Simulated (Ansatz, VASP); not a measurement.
# Al2O3: VASP beside Ansatz

Contents of INCAR:

```
ALGO = Normal ; EDIFF = 1E-6
ENCUT = 520 ; GGA = PE
ISIF = 2 ; ISMEAR = 0
IVDW = 12 ; LASPH = T
LCHARG = F ; LREAL = F
LWAVE = F ; NBANDS = 20
NELM = 100 ; PREC = Accurate
SIGMA = 0.05
```

KPOINTS

```
k-points
0
Gamma
  9 9 4
```

File POSCAR:

```
Al2O3
1.0
    2.8924537055      0.0000000000      0.0000000000
   -1.4462268528      2.5049383882      0.0000000000
    0.0000000000      0.0000000000      7.3605135856
Al O
2 3
Direct
    0.0000000000      0.0000000000      0.1907358529
    0.0000000000      0.0000000000      0.8092641471
    0.3333333333      0.6666666667      0.2635340166
    0.6666666667      0.3333333333      0.0000000000
    0.3333333333      0.6666666667      0.7364659834
```

Input for Ansatz:

```yaml
crystal:
  lattice:
    - [2.8924537055, 0.0, 0.0]
    - [-1.4462268528, 2.5049383882, 0.0]
    - [0.0, 0.0, 7.3605135856]
  atoms:
    - { symbol: Al, position: [0.0, 0.0, 0.1907358529] }
    - { symbol: Al, position: [0.0, 0.0, 0.8092641471] }
    - { symbol: O, position: [0.3333333333, 0.6666666667, 0.2635340166] }
    - { symbol: O, position: [0.6666666667, 0.3333333333, 0.0] }
    - { symbol: O, position: [0.3333333333, 0.6666666667, 0.7364659834] }
basis:
  ecutwfc: 520.0
kpoints:
  mp_grid: { grid: [9, 9, 4] }
hamiltonian:
  xc: pbe
  pseudopotentials: { kind: paw, azcp: { folder: soft_1 } }
  dispersion: d3bj
scf:
  occupations: { method: gaussian, width: 0.05 }
output:
  forces: true
  stress: true
  eigenvalues: true
```

Alike in both runs: task single point; functional PBE; dispersion D3(BJ); k mesh 9 × 9 × 4; occupations gaussian, width 0.05 eV; no spin polarisation.

|  | VASP | Ansatz |
| --- | --- | --- |
| version | VASP 6.6.1 | Ansatz 0.2.0 |
| potentials or method | VASP PAW PBE potentials, release 64 (Al, O), cutoff 520 eV | scalar-relativistic, plane waves, PAW |
| valence electrons in the cell | 24 | 24 |

VASP gave:

```
gap on the k mesh at the Fermi level (eV)                     : 4.62
least direct gap on the mesh (eV)                             : 4.85
pressure (GPa)                                                : 6.4
traceless stress, the component that is largest in VASP (GPa) : 0.26
rms of the force components (eV/Å)                            : 1.161
```

Q: What did Ansatz give for the same quantities?

A: gap on the k mesh at the Fermi level (eV): 4.62; least direct gap on the mesh (eV): 4.85; pressure (GPa): 6.4; traceless stress, the component that is largest in VASP (GPa): 0.45; rms of the force components (eV/Å): 1.176.

Atom by atom the forces differ by 0.016 eV/Å (rms over components).
